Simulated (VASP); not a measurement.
# Al (Fm-3m) in VASP: further runs

Runs on Al. Level: PBE. Tasks: single point, relaxation of cell and atoms.

Program: VASP 6.6.1. These are calculated values, not measurements. Logs are shortened: lines on timing, memory, paths and dates and some standing lists are left out, and cuts for length are marked.

## 1. The cell of the first run

The structure is cubic, space group Fm-3m (No. 225). Conventional cell: a = 3.741 Å, b = 3.741 Å, c = 3.741 Å, α = 90.00°, β = 90.00°, γ = 90.00°. Within 3.5 Å of Al (site symmetry m-3m) lie 12 Al at 2.65 Å.

## 2. Single point, PBE

The input, INCAR:

```
SYSTEM = Al
PREC = Accurate ; ENCUT = 520
EDIFF = 1E-7 ; ISMEAR = -1
SIGMA = 0.08 ; LREAL = .FALSE.
LASPH = .TRUE. ; NELM = 60
ALGO = Normal ; ISIF = 2
LWAVE = .FALSE. ; LCHARG = .TRUE.
GGA = PE ; LELF = .TRUE.
LVHAR = .TRUE. ; NBANDS = 8
```

The input, KPOINTS:

```
regular mesh
0
G
  18 18 18
  0 0 0
```

The input, POSCAR:

```
Al
1.0
    0.0000000000      1.8705071467      1.8705071467
    1.8705071467      0.0000000000      1.8705071467
    1.8705071467      1.8705071467      0.0000000000
Al
1
Direct
    0.0000000000      0.0000000000      0.0000000000
```

Potentials or basis: VASP PAW PBE potentials, release 64 (Al).

Run with:

```
> cat potpaw_PBE.64/Al/POTCAR > POTCAR
> mpirun -np 1 vasp_std > vasp.out
```

OUTCAR:

```text
SYSTEM = Al
   PREC = Accurate
   ENCUT = 520
   EDIFF = 1E-7
   ISMEAR = -1
   LREAL = .FALSE.
   LASPH = .TRUE.
   NELM = 60
   ISIF = 2
   GGA = PE

 ion  position               nearest neighbor table
   1  0.000  0.000  0.000-

  LATTYP: Found a face centered cubic cell.
 ALAT       =     3.7410142934

  Lattice vectors:

 A1 = (   0.0000000000,   1.8705071467,   1.8705071467)
 A2 = (   1.8705071467,   0.0000000000,   1.8705071467)
 A3 = (   1.8705071467,   1.8705071467,   0.0000000000)

Analysis of symmetry for initial positions (statically):
=====================================================================
 Subroutine PRICEL returns:
 Original cell was already a primitive cell.

 Routine SETGRP: Setting up the symmetry group for a
 face centered cubic supercell.

 Subroutine GETGRP returns: Found 48 space group operations
 (whereof 48 operations were pure point group operations)
 out of a pool of 48 trial point group operations.

The static configuration has the point symmetry O_h .

Analysis of symmetry for dynamics (positions and initial velocities):
=====================================================================
 Subroutine PRICEL returns:
 Original cell was already a primitive cell.

 Routine SETGRP: Setting up the symmetry group for a
 face centered cubic supercell.

 Subroutine GETGRP returns: Found 48 space group operations
 (whereof 48 operations were pure point group operations)
 out of a pool of 48 trial point group operations.

The dynamic configuration has the point symmetry O_h .

 Subroutine INISYM returns: Found 48 space group operations
 (whereof 48 operations are pure point group operations),
 and found     1 'primitive' translations

----------------------------------------------------------------------------------------

                                     Primitive cell

  volume of cell :      13.0890

  direct lattice vectors                    reciprocal lattice vectors
     0.000000000  1.870507147  1.870507147    -0.267307185  0.267307185  0.267307185
     1.870507147  0.000000000  1.870507147     0.267307185 -0.267307185  0.267307185
     1.870507147  1.870507147  0.000000000     0.267307185  0.267307185 -0.267307185

  length of vectors
     2.645296575  2.645296575  2.645296575     0.462989626  0.462989626  0.462989626

  position of ions in fractional coordinates (direct lattice)
     0.000000000  0.000000000  0.000000000

  ion indices of the primitive-cell ions
   primitive index   ion index
                 1           1

----------------------------------------------------------------------------------------

 KPOINTS: regular mesh

Automatic generation of k-mesh.
 Grid dimensions read from file:
 generate k-points for:   18   18   18

 Generating k-lattice:

  Cartesian coordinates                     Fractional coordinates (reciprocal lattice)
    -0.014850399  0.014850399  0.014850399     0.055555556  0.000000000  0.000000000
     0.014850399 -0.014850399  0.014850399     0.000000000  0.055555556  0.000000000
     0.014850399  0.014850399 -0.014850399     0.000000000  0.000000000  0.055555556

  Length of vectors
     0.025721646  0.025721646  0.025721646

  Shift w.r.t. Gamma in fractional coordinates (k-lattice)
     0.000000000  0.000000000  0.000000000

 Subroutine IBZKPT returns following result:
 ===========================================

 Found    195 irreducible k-points:

 Following reciprocal coordinates:
            Coordinates               Weight
  0.000000  0.000000  0.000000      1.000000
  0.055556  0.000000  0.000000      8.000000
  0.111111  0.000000  0.000000      8.000000
  0.166667  0.000000  0.000000      8.000000
  0.222222  0.000000  0.000000      8.000000
  0.277778  0.000000  0.000000      8.000000
[... 16 lines left out ...]
 -0.277778  0.055556  0.000000     24.000000
 -0.222222  0.055556  0.000000     24.000000
 [... further k-points ...]
   k-points           NKPTS =    195   k-points in BZ     NKDIM =    195   number of bands    NBANDS=      8
   number of dos      NEDOS =    301   number of ions     NIONS =      1
   total plane-waves  NPLWV =   8000
   dimension x,y,z NGX =    20 NGY =   20 NGZ =   20
   dimension x,y,z NGXF=    40 NGYF=   40 NGZF=   40
   ions per type =               1
   NGX,Y,Z   is equivalent  to a cutoff of  12.57, 12.57, 12.57 a.u.
   NGXF,Y,Z  is equivalent  to a cutoff of  25.14, 25.14, 25.14 a.u.
 SYSTEM =  Al
   PREC   = accura    normal or accurate (medium, high low for compatibility)
   ISTART =      0    job   : 0-new  1-cont  2-samecut
   ICHARG =      2    charge: 1-file 2-atom 10-const
   ISPIN  =      1    spin polarized calculation?
   LNONCOLLINEAR =      F non collinear calculations
   LSORBIT =      F    spin-orbit coupling
   LASPH  =      T    aspherical Exc in radial PAW
   ENCUT  =  520.0 eV  38.22 Ry    6.18 a.u.   4.92  4.92  4.92*2*pi/ulx,y,z
   NELM   =     60;   NELMIN=  2; NELMDL= -5     # of ELM steps
   EDIFF  = 0.1E-06   stopping-criterion for ELM
   LREAL  =      F    real-space projection
   EDIFFG = 0.1E-05   stopping-criterion for IOM
   NSW    =      0    number of steps for IOM
   IBRION =     -1    ionic relax: 0-MD 1-quasi-New 2-CG
   NFREE  =      0    steps in history (QN), initial steepest desc. (CG)
   ISIF   =      2    stress and relaxation
   ISYM   =      2    0-nonsym 1-usesym 2-fastsym
   POTIM  = 0.5000    time-step for ionic-motion
   TEBEG  =    0.0;   TEEND  =   0.0 temperature during run
   PSTRESS=    0.0 pullay stress
   NELECT =       3.0000    total number of electrons
   NUPDOWN=      -1.0000    fix difference up-down
   EMIN   =  10.00;   EMAX   =-10.00  energy-range for DOS
   EFERMI =   0.00;   METHOD = LEGACY
   ISMEAR =    -1;   SIGMA  =   0.08  broadening in eV -4-tet -1-fermi 0-gaus
   EFERMI_NEDOS =   21; number of points for ismear=-14 and -15
   IALGO  =     38    algorithm
   IMIX   =      4    mixing-type and parameters
     AMIX     =   0.40;   BMIX     =  1.00
     AMIX_MAG =   1.60;   BMIX_MAG =  1.00
  volume/ion in A,a.u.               =      13.09        88.33
  Fermi-wavevector in a.u.,A,eV,Ry     =   1.001873  1.893265 13.656833  1.003749
  Thomas-Fermi vector in A             =   2.134323
   LORBIT       =      0    0 simple, 1 ext, 2 COOP (PROOUT), +10 PAW based schemes
   GGA     = PE    functional components
   LHFCALC =     F    Hartree Fock is set to
   AEXX    =    0.0000 exact exchange contribution
   IVDW    =     0    specifies the selected vdW correction
   LEPSILON=     F    determine dielectric tensor
   LRPA    =     F    only Hartree local field effects (RPA)
 non-spin polarized calculation
  energy-cutoff  :      520.00
  volume of cell :       13.09
 maximum number of plane-waves:       366
   NGX =  9   NGY =  9   NGZ =  9

 number of electron       3.0000000 magnetization

 Free energy of the ion-electron system (eV)
  ---------------------------------------------------
  ext. energy  EPLUGINS =         0.00000000
  ---------------------------------------------------
  free energy    TOTEN  =        -3.48947519 eV

  energy without entropy =       -3.48228353  energy(sigma->0) =       -3.48587936

 E-fermi :  10.6288     XC(G=0): -11.0655

 val. band max:       10.5917866588   @ k =  -0.3333   0.0556   0.0000
 cond. band min:      10.6767038355   @ k =   0.5000   0.3889   0.0000
 fundamental gap:      0.0849171767
 Fermi energy:        10.6287646729

 k-point     1 :       0.0000    0.0000    0.0000
  band No.  band energies     occupation
      1      -2.1908      2.00000
      2      24.6259      0.00000
      3      24.6259      0.00000
      4      24.6259      0.00000
      5      28.0551      0.00000
      6      28.0551      0.00000
      7      28.0551      0.00000
      8      28.8925      0.00000

 k-point     2 :       0.0556    0.0000    0.0000
  band No.  band energies     occupation
      1      -2.0930      2.00000
      2      23.1643      0.00000
      3      24.4531      0.00000
      4      24.4531      0.00000
      5      28.2163      0.00000
      6      28.3860      0.00000
      7      28.3860      0.00000
      8      30.1086      0.00000

 k-point     3 :       0.1111    0.0000    0.0000
  band No.  band energies     occupation
      1      -1.8003      2.00000
      2      20.7152      0.00000
      3      24.0768      0.00000
      4      24.0768      0.00000
      5      27.9924      0.00000
      6      29.2347      0.00000
      7      29.2347      0.00000
      8      31.0042      0.00000

 k-point     4 :       0.1667    0.0000    0.0000
  band No.  band energies     occupation
      1      -1.3142      2.00000
      2      18.1941      0.00000
      3      23.6857      0.00000
      4      23.6857      0.00000
      5      27.6688      0.00000
      6      29.6910      0.00000
      7      29.6910      0.00000
      8      30.4154      0.00000

 k-point     5 :       0.2222    0.0000    0.0000
  band No.  band energies     occupation
      1      -0.6372      2.00000
      2      15.7456      0.00000
      3      23.3693      0.00000
      4      23.3693      0.00000
      5      27.3733      0.00000
      6      28.4375      0.00000
      7      28.4375      0.00000
      8      31.8154      0.00000

 k-point     6 :       0.2778    0.0000    0.0000
  band No.  band energies     occupation
      1       0.2270      2.00000
      2      13.4132      0.00000
      3      23.1612      0.00000
      4      23.1612      0.00000
      5      27.1727      0.00000
      6      27.3060      0.00000
      7      27.3060      0.00000
      8      31.9823      0.00000

 k-point     7 :       0.3333    0.0000    0.0000
  band No.  band energies     occupation
      1       1.2737      2.00000
      2      11.2174      0.00127
      3      23.0706      0.00000
      4      23.0706      0.00000
      5      26.3333      0.00000
      6      26.3333      0.00000
      7      27.0986      0.00000
      8      30.9858      0.00000

 k-point     8 :       0.3889    0.0000    0.0000
  band No.  band energies     occupation
      1       2.4960      2.00000
      2       9.1718      2.00000
      3      23.0887      0.00000
      4      23.0887      0.00000
      5      25.5475      0.00000
      6      25.5475      0.00000
      7      27.1509      0.00000
      8      30.1288      0.00000

 k-point     9 :       0.4444    0.0000    0.0000
  band No.  band energies     occupation
      1       3.8766      2.00000
      2       7.2964      2.00000
      3      23.1756      0.00000
      4      23.1756      0.00000
      5      24.9975      0.00000
      6      24.9975      0.00000
      7      27.2826      0.00000
      8      29.4993      0.00000

 k-point    10 :       0.5000    0.0000    0.0000
  band No.  band energies     occupation
      1       5.0884      2.00000
      2       5.9197      2.00000
      3      23.2319      0.00000
      4      23.2319      0.00000
      5      24.7864      0.00000
      6      24.7864      0.00000
      7      27.3633      0.00000
      8      29.2504      0.00000
[... 78 lines left out ...]
 k-point    18 :       0.4444    0.0556    0.0000
  band No.  band energies     occupation
      1       3.4835      2.00000
      2       7.9786      2.00000
      3      22.1175      0.00000
      4      22.3835      0.00000
      5      24.3308      0.00000
      6      26.3308      0.00000
      7      28.4297      0.00000
      8      30.2831      0.00000

 k-point    19 :       0.5000    0.0556    0.0000
  band No.  band energies     occupation
      1       4.9012      2.00000
      2       6.2866      2.00000
      3      21.9276      0.00000
      4      22.4320      0.00000
      5      24.5385      0.00000
      6      25.7532      0.00000
      7      28.4848      0.00000
      8      29.9513      0.00000

 k-point    20 :      -0.4444    0.0556    0.0000
  band No.  band energies     occupation
      1       4.4401      2.00000
      2       6.8025      2.00000
      3      21.5518      0.00000
      4      22.8818      0.00000
      5      24.9820      0.00000
      6      25.3484      0.00000
      7      28.3256      0.00000
      8      30.1556      0.00000

 k-point    21 :      -0.3889    0.0556    0.0000
  band No.  band energies     occupation
      1       3.0229      2.00000
      2       8.6033      2.00000
      3      21.3018      0.00000
      4      23.4338      0.00000
      5      25.1491      0.00000
      6      25.6123      0.00000
      7      28.1068      0.00000
      8      30.7419      0.00000

 k-point    22 :      -0.3333    0.0556    0.0000
  band No.  band energies     occupation
      1       1.7459      2.00000
      2      10.5918      1.22708
      3      21.1946      0.00000
      4      23.9731      0.00000
      5      25.2661      0.00000
      6      26.4006      0.00000
      7      27.9885      0.00000
      8      31.5337      0.00000

 k-point    23 :      -0.2778    0.0556    0.0000
  band No.  band energies     occupation
      1       0.6406      2.00000
      2      12.7331      0.00000
      3      21.2364      0.00000
      4      24.3205      0.00000
      5      25.8687      0.00000
      6      27.2916      0.00000
      7      28.0539      0.00000
      8      32.4072      0.00000

 k-point    24 :      -0.2222    0.0556    0.0000
  band No.  band energies     occupation
      1      -0.2843      2.00000
      2      15.0108      0.00000
      3      21.4292      0.00000
      4      24.5511      0.00000
      5      26.8602      0.00000
      6      27.9309      0.00000
      7      28.6363      0.00000
      8      31.1857      0.00000

 [... further k-points ...]

------------------------ aborting loop because EDIFF is reached ----------------------------------------

  FORCE on cell =-STRESS in cart. coord.  units (eV):
  Direction    XX          YY          ZZ          XY          YZ          ZX
  --------------------------------------------------------------------------------------
  -------------------------------------------------------------------------------------
  Total        2.4606397      2.4606397      2.4606397      0.0000000     -0.0000000     -0.0000000
  in kB      301.1968951    301.1968951    301.1968951      0.0000000     -0.0000000     -0.0000000
  external PRESSURE =     301.1968951 kB  Pullay stress =       0.0000000 kB

 VOLUME and BASIS-vectors are now :
 -----------------------------------------------------------------------------
  energy-cutoff  :      520.00
  volume of cell :       13.09
      direct lattice vectors                 reciprocal lattice vectors
     0.000000000  1.870507147  1.870507147    -0.267307185  0.267307185  0.267307185
     1.870507147  0.000000000  1.870507147     0.267307185 -0.267307185  0.267307185
     1.870507147  1.870507147  0.000000000     0.267307185  0.267307185 -0.267307185

 POSITION                                       TOTAL-FORCE (eV/Angst)
 -----------------------------------------------------------------------------------
      0.00000      0.00000      0.00000         0.000000      0.000000      0.000000
 -----------------------------------------------------------------------------------
    total drift:                                0.000000      0.000000     -0.000000

  FREE ENERGIE OF THE ION-ELECTRON SYSTEM (eV)
  ---------------------------------------------------
  free  energy   TOTEN  =        -3.4894751925 eV

  energy  without entropy=       -3.4822835328  energy(sigma->0) =       -3.48587936
```

Wall time 26 s (1 thread of Intel Xeon 6975P-C, shared host); peak memory 0.13 GiB.

What came out:

* Free energy: -3.4895 eV
* Pressure: 30.1 GPa

Levels at points of the mesh, in eV from the Fermi level:
| k point | band 1 | band 2 | band 3 | band 4 | band 5 | band 6 |
| --- | --- | --- | --- | --- | --- | --- |
| (0.00, 0.00, 0.00) | -12.82 | 14.00 | 14.00 | 14.00 | 17.43 | 17.43 |
| (0.50, 0.00, 0.00) | -5.54 | -4.71 | 12.60 | 12.60 | 14.16 | 14.16 |
| (0.50, 0.50, 0.00) | -3.47 | -1.73 | 5.30 | 6.82 | 6.82 | 11.65 |

## 3. Relaxation of cell and atoms, PBE, target pressure 30 GPa, at which the enthalpy is minimised

The input, INCAR:

```
SYSTEM = Al
PREC = Accurate ; ENCUT = 600
EDIFF = 1E-6 ; ISMEAR = -1
SIGMA = 0.08 ; LREAL = .FALSE.
LASPH = .TRUE. ; NELM = 100
ALGO = Normal ; ISIF = 3
LWAVE = .FALSE. ; LCHARG = .FALSE.
GGA = PE ; IBRION = 2
NSW = 60 ; EDIFFG = -0.005
PSTRESS = 300.0
```

KPOINTS is that of step 2.

The input, POSCAR:

```
Al
1.0
    0.0000000000      1.8696856688      1.8696856688
    1.8696856688      0.0000000000      1.8696856688
    1.8696856688      1.8696856688      0.0000000000
Al
1
Direct
    0.0000000000      0.0000000000      0.0000000000
```

Potentials or basis: VASP PAW PBE potentials, release 64 (Al).

Run with:

```
> cat potpaw_PBE.64/Al/POTCAR > POTCAR
> mpirun -np 1 vasp_std > vasp.out
```

It took 22 s on 1 thread of Intel Xeon 6975P-C, shared host; peak memory 0.14 GiB.

It converged, with:

- Free energy: -3.4911 eV
- Relaxed volume: 13.10 Å³/atom
- Relaxed cell: a = 2.646 Å, b = 2.646 Å, c = 2.646 Å, α = 60.00°, β = 60.00°, γ = 60.00°
- Space group after relaxing (to 0.05 Å): Fm-3m (No. 225)
- Energy change on relaxing (the enthalpy is what falls): -4.8 meV/atom
- Ionic steps: 3
- Pressure after relaxing: 30.0 GPa

The path:
| step | energy change (eV) | largest force (eV/Å) | pressure (GPa) | volume (Å³) |
| --- | --- | --- | --- | --- |
| 1 | 0.0000 | 0.0000 | 30.38 | 13.07 |
| 2 | -0.0110 | 0.0000 | 29.50 | 13.13 |
| 3 | -0.0048 | 0.0000 | 29.99 | 13.10 |

Final structure:
```
Al
1.0
     0.00000    1.87089    1.87089
     1.87089    0.00000    1.87089
     1.87089    1.87089    0.00000
Al
1
Cartesian
  0.0000 0.0000 0.0000
```

Levels at points of the mesh, in eV from the Fermi level:
| k point | band 1 | band 2 | band 3 | band 4 | band 5 |
| --- | --- | --- | --- | --- | --- |
| (0.00, 0.00, 0.00) | -12.81 | 13.99 | 13.99 | 13.99 | 17.42 |
| (0.50, 0.00, 0.00) | -5.54 | -4.71 | 12.60 | 12.60 | 14.15 |
| (0.50, 0.50, 0.00) | -3.47 | -1.73 | 5.30 | 6.82 | 6.82 |

Caveat: the cell is relaxed towards a set pressure, so the enthalpy falls and the energy may rise.
